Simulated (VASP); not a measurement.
# Mg8O9 (a cell with a defect) in VASP: a series of runs

Mg8O9 (a cell with a defect) is run at these levels: PBEsol; tasks: single point.

Everything below comes from runs of VASP 6.6.1. Logs are shortened: lines on timing, memory, paths and dates and some standing lists are left out, and cuts for length are marked.

## 1. The cell of the first run

The cell holds a defect, 17 atoms: a = 5.508 Å, b = 5.508 Å, c = 5.508 Å, α = 60.00°, β = 60.00°, γ = 60.00°.

## 2. Single point, PBEsol, collinear spin, zero start

Input file INCAR:

```
PREC     = Accurate       # precision mode
ENCUT    = 520            # plane-wave cutoff, eV
EDIFF    = 1E-6           # SCF threshold, eV
ISMEAR   = -1             # smearing method
SIGMA    = 0.05           # smearing width, eV
LREAL    = Auto         
LASPH    = T              # aspherical terms in the spheres
NELM     = 150            # most SCF steps
ALGO     = Normal         # electronic algorithm
ISIF     = 2              # what is computed and relaxed
LWAVE    = F              # write WAVECAR
LCHARG   = T              # write CHGCAR
ISPIN    = 2              # spin polarisation
MAGMOM   = 0 0 0 0 0 0 0 0 0 0 0 0 0 0 0 0 0 # initial moments
LORBIT   = 11             # projections on sites
GGA      = PS             # functional
LELF     = T              # ELF
LVHAR    = T            
NBANDS   = 53             # bands
```

Input file KPOINTS:

```
regular mesh
0
Gamma
  2 2 2
```

Input file POSCAR:

```
Mg8O9
1.0
    0.0000000000      3.8950000000      3.8950000000
    3.8950000000      0.0000000000      3.8950000000
    3.8950000000      3.8950000000      0.0000000000
Mg O
8 9
Direct
   -0.0215661104      0.0250577664     -0.0132734275
   -0.0116046213      0.0716046213      0.4763543004
   -0.0034916560      0.4969704750     -0.0349935815
    0.0005776637      0.4659948652      0.5029910141
    0.5051091142      0.0415404365     -0.0248523748
    0.5017073171     -0.0053016688      0.4584210526
    0.5032477535      0.5053786906     -0.0291784339
    0.4726957638      0.5372400513      0.4623234917
    0.2283183569      0.2921951220      0.2099358151
    0.2569448010      0.2719897304      0.6973299101
    0.0610526316      0.7938382542      0.3586649551
    0.2658921694      0.7565211810      0.6991399230
    0.7256354300      0.2749037227      0.2480744544
    0.7315661104      0.3019127086      0.7256867779
    0.7349807445      0.7712066752      0.2168035944
    0.7419512195      0.7817201540      0.7327086008
    0.3055584082      0.8189088575      1.1127471117
```

Potentials or basis: VASP PAW PBE potentials, release 64 (Mg, O).

Launch:

```console
cat potpaw_PBE.64/Mg/POTCAR potpaw_PBE.64/O/POTCAR > POTCAR
mpirun -np 1 vasp_std > vasp.out
```

OUTCAR:

```text
PREC = Accurate
   ENCUT = 520
   EDIFF = 1E-6
   ISMEAR = -1
   LREAL = Auto
   LASPH = T
   NELM = 150
   ISIF = 2
   ISPIN = 2
   LORBIT = 11
   GGA = PS

 ion  position               nearest neighbor table
   1  0.978  0.025  0.987-  17 1.85  15 1.94  11 1.94  14 1.98  13 1.99  10 2.05  12 2.17   4 2.55
                             3 2.59   5 2.59   6 2.62   7 2.63   2 2.67   2 2.86   7 2.88   6 2.90
   2  0.988  0.072  0.476-  11 1.74   9 1.81  14 1.87  13 1.93  12 1.99  16 2.09   4 2.28  17 2.42
                             6 2.60   3 2.61   1 2.67   5 2.71   8 2.72   5 2.81   8 2.82   1 2.86
   3  0.997  0.497  0.965-   9 1.87  16 1.91  10 1.92  13 1.94  15 2.05  12 2.06   1 2.59   2 2.61
                             4 2.62   5 2.67   7 2.68   8 2.70  11 2.81   8 2.82   7 2.83   5 2.87
   4  0.001  0.466  0.503-  11 1.70  14 1.71  10 1.77   9 1.85  16 2.14  15 2.16   2 2.28   1 2.55
                            17 2.59   3 2.62   7 2.66   6 2.69   8 2.71   6 2.84   8 2.84   7 2.86
   5  0.505  0.042  0.975-  17 1.69  15 1.85  14 1.90   9 1.90  16 1.96  10 2.06   6 2.53   7 2.54
                             1 2.59   3 2.67   2 2.71   8 2.74  11 2.76   8 2.79   2 2.81   3 2.87
   6  0.502  0.995  0.458-  15 1.81  12 1.85  13 1.98  10 2.01  16 2.02   9 2.04   5 2.53  11 2.55
                             8 2.59   2 2.60   1 2.62   4 2.69   7 2.75   7 2.76   4 2.84   1 2.90
   7  0.503  0.505  0.971-  14 1.75  17 1.84   9 1.91  13 1.95  12 1.99  16 2.01   5 2.54   1 2.63
                             4 2.66   3 2.68  11 2.71   8 2.72   6 2.75   6 2.76   8 2.80   3 2.83
   8  0.473  0.537  0.462-  12 1.78  13 1.86  10 1.88  15 1.93  14 2.04  17 2.08  11 2.18   6 2.59
                             3 2.70   4 2.71   7 2.72   2 2.72   5 2.74   5 2.79   7 2.80   3 2.82
   9  0.228  0.292  0.210-   2 1.81   4 1.85   3 1.87   5 1.90   7 1.91   6 2.04
  10  0.257  0.272  0.697-   4 1.77   8 1.88   3 1.92   6 2.01   1 2.05   5 2.06
  11  0.061  0.794  0.359-  17 1.36   4 1.70   2 1.74  16 1.92   1 1.94   8 2.18   6 2.55   7 2.71
                             5 2.76   3 2.81
  12  0.266  0.757  0.699-   8 1.78   6 1.85   7 1.99   2 1.99   3 2.06   1 2.17
  13  0.726  0.275  0.248-   8 1.86   2 1.93   3 1.94   7 1.95   6 1.98   1 1.99
  14  0.732  0.302  0.726-   4 1.71   7 1.75   2 1.87   5 1.90   1 1.98   8 2.04
  15  0.735  0.771  0.217-   6 1.81   5 1.85   8 1.93   1 1.94   3 2.05   4 2.16
  16  0.742  0.782  0.733-   3 1.91  11 1.92   5 1.96   7 2.01   6 2.02   2 2.09   4 2.14
  17  0.306  0.819  0.113-  11 1.36   5 1.69   7 1.84   1 1.85   8 2.08   2 2.42   4 2.59

  LATTYP: Found a face centered cubic cell.
 ALAT       =     7.7900000000

  Lattice vectors:

 A1 = (   0.0000000000,   3.8950000000,   3.8950000000)
 A2 = (   3.8950000000,   0.0000000000,   3.8950000000)
 A3 = (   3.8950000000,   3.8950000000,   0.0000000000)

Analysis of symmetry for initial positions (statically):
=====================================================================
 Subroutine PRICEL returns:
 Original cell was already a primitive cell.

 Routine SETGRP: Setting up the symmetry group for a
 face centered cubic supercell.

 Subroutine GETGRP returns: Found  1 space group operations
 (whereof  1 operations were pure point group operations)
 out of a pool of 48 trial point group operations.

The static configuration has the point symmetry C_1 .

Analysis of symmetry for dynamics (positions and initial velocities):
=====================================================================
 Subroutine PRICEL returns:
 Original cell was already a primitive cell.

 Routine SETGRP: Setting up the symmetry group for a
 face centered cubic supercell.

 Subroutine GETGRP returns: Found  1 space group operations
 (whereof  1 operations were pure point group operations)
 out of a pool of 48 trial point group operations.

The dynamic configuration has the point symmetry C_1 .

Analysis of structural, dynamic, and magnetic symmetry:
=====================================================================
 Subroutine PRICEL returns:
 Original cell was already a primitive cell.

 Routine SETGRP: Setting up the symmetry group for a
 face centered cubic supercell.

 Subroutine GETGRP returns: Found  1 space group operations
 (whereof  1 operations were pure point group operations)
 out of a pool of 48 trial point group operations.

The overall configuration has the point symmetry C_1 .

 Subroutine INISYM returns: Found  1 space group operations
 (whereof  1 operations are pure point group operations),
[... 99 lines left out ...]
 SYSTEM =  unknown system
   PREC   = accura    normal or accurate (medium, high low for compatibility)
   ISTART =      0    job   : 0-new  1-cont  2-samecut
   ICHARG =      2    charge: 1-file 2-atom 10-const
   ISPIN  =      2    spin polarized calculation?
   LNONCOLLINEAR =      F non collinear calculations
   LSORBIT =      F    spin-orbit coupling
   LASPH  =      T    aspherical Exc in radial PAW
   ENCUT  =  520.0 eV  38.22 Ry    6.18 a.u.  10.24 10.24 10.24*2*pi/ulx,y,z
   NELM   =    150;   NELMIN=  2; NELMDL= -5     # of ELM steps
   EDIFF  = 0.1E-05   stopping-criterion for ELM
   LREAL  =      T    real-space projection
   EDIFFG = 0.1E-04   stopping-criterion for IOM
   NSW    =      0    number of steps for IOM
   IBRION =     -1    ionic relax: 0-MD 1-quasi-New 2-CG
   NFREE  =      0    steps in history (QN), initial steepest desc. (CG)
   ISIF   =      2    stress and relaxation
   ISYM   =      2    0-nonsym 1-usesym 2-fastsym
   POTIM  = 0.5000    time-step for ionic-motion
   TEBEG  =    0.0;   TEEND  =   0.0 temperature during run
   PSTRESS=    0.0 pullay stress
   NELECT =      70.0000    total number of electrons
   NUPDOWN=      -1.0000    fix difference up-down
   EMIN   =  10.00;   EMAX   =-10.00  energy-range for DOS
   EFERMI =   0.00;   METHOD = LEGACY
   ISMEAR =    -1;   SIGMA  =   0.05  broadening in eV -4-tet -1-fermi 0-gaus
   EFERMI_NEDOS =   21; number of points for ismear=-14 and -15
   IALGO  =     38    algorithm
   IMIX   =      4    mixing-type and parameters
     AMIX     =   0.40;   BMIX     =  1.00
     AMIX_MAG =   1.60;   BMIX_MAG =  1.00
  volume/ion in A,a.u.               =       6.95        46.91
  Fermi-wavevector in a.u.,A,eV,Ry     =   1.374854  2.598098 25.718068  1.890225
  Thomas-Fermi vector in A             =   2.500243
   LORBIT       =     11    0 simple, 1 ext, 2 COOP (PROOUT), +10 PAW based schemes
   GGA     = PS    functional components
   LHFCALC =     F    Hartree Fock is set to
   AEXX    =    0.0000 exact exchange contribution
   IVDW    =     0    specifies the selected vdW correction
   LEPSILON=     F    determine dielectric tensor
   LRPA    =     F    only Hartree local field effects (RPA)
 spin polarized calculation
  energy-cutoff  :      520.00
  volume of cell :      118.18
 maximum number of plane-waves:      3218
 NGX is ok and might be reduce to    42
   NGX = 21   NGY = 21   NGZ = 21

 number of electron      69.9999998 magnetization      -0.0000000

 number of electron      69.9999998 magnetization       0.0000000

 Free energy of the ion-electron system (eV)
  ---------------------------------------------------
  ext. energy  EPLUGINS =         0.00000000
  ---------------------------------------------------
  free energy    TOTEN  =       -89.96408508 eV

  energy without entropy =      -89.96408508  energy(sigma->0) =      -89.96408508

 E-fermi :   8.4802     XC(G=0): -12.7820

 val. band max:        7.2714710098   @ k =   0.5000   0.0000   0.5000
 cond. band min:      12.5346996318   @ k =   0.0000   0.0000   0.0000
 fundamental gap:      5.2632286220
 Fermi energy:         8.4801941903

 spin component 1

 k-point     1 :       0.0000    0.0000    0.0000
  band No.  band energies     occupation
      1     -17.1819      1.00000
      2     -13.0788      1.00000
      3     -12.0297      1.00000
      4     -11.2953      1.00000
      5     -10.8655      1.00000
      6     -10.8113      1.00000
[... 389 lines left out ...]
     46      18.2034      0.00000
     47      18.7961      0.00000
 Fermi energy:         8.4801941903

 spin component 2

 k-point     1 :       0.0000    0.0000    0.0000
  band No.  band energies     occupation
      1     -17.1819      1.00000
      2     -13.0788      1.00000
      3     -12.0297      1.00000
      4     -11.2953      1.00000
      5     -10.8654      1.00000
      6     -10.8113      1.00000
[... 389 lines left out ...]
     46      18.2034      0.00000
     47      18.7961      0.00000
 [bands above 47 left out]

------------------------ aborting loop because EDIFF is reached ----------------------------------------

  FORCE on cell =-STRESS in cart. coord.  units (eV):
  Direction    XX          YY          ZZ          XY          YZ          ZX
  --------------------------------------------------------------------------------------
  -------------------------------------------------------------------------------------
  Total       77.6211279     58.1901731     83.9005777      1.3038438      0.9355466     -2.9072250
  in kB     1052.2965573    788.8743762   1137.4260015     17.6759903     12.6830481    -39.4127593
  external PRESSURE =     992.8656450 kB  Pullay stress =       0.0000000 kB

 VOLUME and BASIS-vectors are now :
 -----------------------------------------------------------------------------
  energy-cutoff  :      520.00
  volume of cell :      118.18
      direct lattice vectors                 reciprocal lattice vectors
     0.000000000  3.895000000  3.895000000    -0.128369705  0.128369705  0.128369705
     3.895000000  0.000000000  3.895000000     0.128369705 -0.128369705  0.128369705
     3.895000000  3.895000000  0.000000000     0.128369705  0.128369705 -0.128369705

 POSITION                                       TOTAL-FORCE (eV/Angst)
 -----------------------------------------------------------------------------------
      3.94090      7.65430      3.90860        -1.383803      0.280576     -0.117644
      2.13430      5.70520      4.12870         0.144414      0.351093     -4.022577
      5.69440      7.64010      5.81710         1.935437     -1.652552      1.855664
      3.77420      1.96140      1.81730         1.460069     -2.719445      1.892518
      3.96000      5.76560      2.12920        -2.202799     -1.687218      2.720290
      5.65990      3.73970      5.82850         2.941244      2.688665      1.600320
[... 9 lines left out ...]
      5.89870      5.74380      5.93470         0.872603     -0.068632     -1.979589
      3.62880      1.62930      4.37980        -3.415216      0.942891     -0.337997
 -----------------------------------------------------------------------------------
    total drift:                                0.001979     -0.008925      0.007363

  FREE ENERGIE OF THE ION-ELECTRON SYSTEM (eV)
  ---------------------------------------------------
  free  energy   TOTEN  =       -89.9640850790 eV

  energy  without entropy=      -89.9640850790  energy(sigma->0) =      -89.96408508

 total charge

# of ion       s       p       d       tot
------------------------------------------
    1        0.186   0.268   0.147   0.602
    2        0.223   0.332   0.185   0.740
    3        0.196   0.280   0.145   0.621
    4        0.251   0.383   0.223   0.857
    5        0.223   0.338   0.190   0.751
    6        0.201   0.289   0.152   0.642
[... 9 lines left out ...]
   16        1.550   3.652   0.000   5.202
   17        1.594   3.691   0.000   5.284
--------------------------------------------------
tot         15.788  35.823   1.382  52.993

 magnetization (x)

# of ion       s       p       d       tot
------------------------------------------
    1       -0.000  -0.000  -0.000  -0.000
    2       -0.000  -0.000  -0.000  -0.000
    3       -0.000  -0.000  -0.000  -0.000
    4       -0.000  -0.000  -0.000  -0.000
    5       -0.000  -0.000  -0.000  -0.000
    6       -0.000  -0.000  -0.000  -0.000
[... 9 lines left out ...]
   16       -0.000  -0.000   0.000  -0.000
   17       -0.000  -0.000   0.000  -0.000
--------------------------------------------------
tot         -0.000  -0.000  -0.000  -0.000
```

Wall time 3.5 min (1 thread of Intel Xeon Platinum 8375C at 2.90GHz (Ice Lake), shared host); peak memory 0.34 GiB.

What came out:

```
Free energy                                           : -89.9641 eV
Pressure                                              : 99.3 GPa
Largest force                                         : 4.294 eV/Å
Band gap on the k mesh                                : 5.26 eV
Net moment                                            : 0.00 μB per cell
Valence electrons inside the program's atomic spheres : Mg 0.60, 0.74, 0.62, 0.86, 0.75, 0.64, 0.70, 0.67; O 5.30, 5.26, 5.27, 5.24, 5.25, 5.34, 5.20, 5.28 (each value once)
```

Forces on the atoms (eV/Å):
```
Mg  -1.384  0.281 -0.118
Mg   0.144  0.351 -4.023
Mg   1.935 -1.653  1.856
Mg   1.460 -2.719  1.893
Mg  -2.203 -1.687  2.720
Mg   2.941  2.689  1.600
Mg   2.653 -1.001  1.559
Mg  -1.303 -0.345  0.278
O   -0.788  1.569  1.047
O    0.293  1.783 -1.329
O    0.491  0.730  0.272
O    3.692 -0.579 -1.088
O   -1.466 -1.615  0.662
O   -2.310  0.633 -3.254
O   -1.614  0.689  0.243
O    0.873 -0.069 -1.980
O   -3.415  0.943 -0.338
```

Levels at points of the mesh, in eV from the valence-band top:
Spin up:
| k point | band 33 | band 34 | band 35 | band 36 | band 37 | band 38 |
| --- | --- | --- | --- | --- | --- | --- |
| (0.00, 0.00, 0.00) | -1.43 | -1.25 | -1.18 | 5.26 | 6.39 | 6.51 |
| (0.50, 0.00, 0.00) | -1.35 | -0.84 | -0.04 | 5.95 | 7.07 | 7.26 |
| (0.00, 0.50, 0.00) | -1.45 | -1.36 | -0.34 | 7.00 | 7.27 | 7.90 |
| (0.00, 0.00, 0.50) | -1.29 | -0.91 | -0.09 | 6.00 | 7.07 | 7.10 |
| (0.50, 0.50, 0.50) | -1.59 | -1.52 | -0.26 | 6.97 | 7.27 | 7.55 |
| (0.50, 0.50, 0.00) | -1.43 | -0.60 | -0.04 | 5.99 | 7.96 | 8.41 |
| (0.00, 0.50, 0.50) | -1.36 | -0.90 | -0.09 | 6.05 | 8.22 | 8.36 |
| (0.50, 0.00, 0.50) | -1.97 | -0.75 | 0.00 | 7.29 | 8.06 | 8.36 |
Spin down:
| k point | band 32 | band 33 | band 34 | band 35 | band 36 | band 37 | band 38 | band 39 |
| --- | --- | --- | --- | --- | --- | --- | --- | --- |
| (0.00, 0.00, 0.00) | -1.78 | -1.43 | -1.25 | -1.18 | 5.26 | 6.39 | 6.51 | 7.18 |
| (0.50, 0.00, 0.00) | -1.71 | -1.35 | -0.84 | -0.04 | 5.95 | 7.07 | 7.26 | 7.95 |
| (0.00, 0.50, 0.00) | -1.90 | -1.45 | -1.36 | -0.34 | 7.00 | 7.27 | 7.90 | 8.14 |
| (0.00, 0.00, 0.50) | -1.67 | -1.29 | -0.91 | -0.09 | 6.00 | 7.07 | 7.10 | 8.01 |
| (0.50, 0.50, 0.50) | -1.84 | -1.59 | -1.52 | -0.26 | 6.97 | 7.27 | 7.55 | 8.00 |
| (0.50, 0.50, 0.00) | -1.65 | -1.43 | -0.60 | -0.04 | 5.99 | 7.96 | 8.41 | 8.63 |
| (0.00, 0.50, 0.50) | -1.67 | -1.36 | -0.90 | -0.09 | 6.05 | 8.22 | 8.36 | 8.76 |
| (0.50, 0.00, 0.50) | -2.21 | -1.97 | -0.75 | 0.00 | 7.29 | 8.06 | 8.36 | 8.59 |

Caveat: the k points lie up to 0.70 Å⁻¹ apart; the PAW data sets were made with another functional, which shifts forces and pressure a little.

(Part 1 of 3 ends here.)
